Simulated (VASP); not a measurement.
Set up this calculation in VASP 6.6.1, as the native input.

| Item | Value |
| --- | --- |
| Task | single point |
| Functional | LDA |
| Potentials or basis | VASP PAW LDA potentials, release 64 (C) |
| Cutoff | 520 eV |
| k mesh | 6 × 6 × 2 |
| Occupations | gaussian, width 0.1 eV |
| Spin | no spin polarisation |
| Dipole correction | no |
| Further INCAR settings | ALGO = Normal; EDIFF = 1e-06; NBANDS = 16 |

The structure of C lies in POSCAR:

```
C
1.0
    1.2159619696     -2.1479622876      0.0091232276
    1.2232502972      2.1521701653     -0.0413730204
   -0.0941886657     -0.0851463517      7.1476530721
C
4
Direct
    0.1034933285      0.9456230676      0.7488005552
    0.5908149738      0.4138432831      0.2394105085
    0.9242568809      0.0859987362      0.2421136921
    0.4285181549      0.5893271320      0.7486182121
```

One way to write it, as run:

INCAR

```
SYSTEM = C
PREC = Accurate
ENCUT = 520
EDIFF = 1E-6
ISMEAR = 0
SIGMA = 0.1
LREAL = .False.
LASPH = .True.
NELM = 60
ALGO = Normal
ISIF = 2
LWAVE = .False.
LCHARG = .False.
NBANDS = 16
```

KPOINTS

```
Automatic mesh
0
Gamma
  6 6 2
  0 0 0
```

Potentials or basis: VASP PAW LDA potentials, release 64 (C).

Command:

```sh
$ cat potpaw_LDA.64/C/POTCAR > POTCAR
$ mpirun -np 1 vasp_std > vasp.out
```

Results of the run:

```yaml
Pressure: -3.8 GPa
Largest_force: 2.564 eV/Å
Band_gap_on_the_k_mesh: 0.10 eV
```

Caveat: the k points lie up to 0.49 Å⁻¹ apart; forces of over 1 eV/Å act on the atoms, so gaps and moduli don't describe the material at rest.

It took 29 s on 1 thread of Intel Xeon 8259CL, with other jobs on the host, peak memory 0.13 GiB.
